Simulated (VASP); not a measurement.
Runs of VASP 6.6.1 on CoSi2 (AlB2 type). The structure is that of space group P6/mmm (No. 191), or close to it. The cells are those of the table. 

| task | cell | cutoff (eV) | k mesh for the DOS | occupations for the DOS | gap on the mesh (eV) | pressure (GPa) |
| --- | --- | --- | --- | --- | --- | --- |
| single point | a = 3.974, b = 3.974, c = 2.421 Å, angles 90.0, 90.0, 120.0°, 3 atoms | 520 | - | - | none | 24.8 |
| single point | a = 3.531, b = 3.531, c = 2.161 Å, angles 90.0, 90.0, 120.0°, 3 atoms | 520 | - | - | none | (a) |
| relaxation of shape and atoms at fixed volume | relaxed from a = 3.858, b = 3.858, c = 2.336 Å, angles 90.0, 90.0, 120.0°, 3 atoms | 600 | - | - | none | 53.8 |
| single point | a = 3.711, b = 3.711, c = 2.271 Å, angles 90.0, 90.0, 120.0°, 3 atoms | 520 | - | - | none | 100.4 |
| single point | a = 3.846, b = 3.846, c = 2.350 Å, angles 90.0, 90.0, 120.0°, 3 atoms | 520 | - | - | none | 53.8 |
| relaxation of shape and atoms at fixed volume | relaxed from a = 3.543, b = 3.543, c = 2.146 Å, angles 90.0, 90.0, 120.0°, 3 atoms | 600 | - | - | none | 202.0 |

Alike in all rows: level PBE; potentials or basis VASP PAW PBE potentials, release 64 (Co, Si); no spin polarisation; k mesh 10 × 10 × 8; smearing fermi-dirac 0.08 eV.

Problem. Estimate the missing entries.

Solution. (a) 202.1.

Caveats: some runs use coarse meshes.

A gap of «none» marks levels without a gap at the run's occupations.
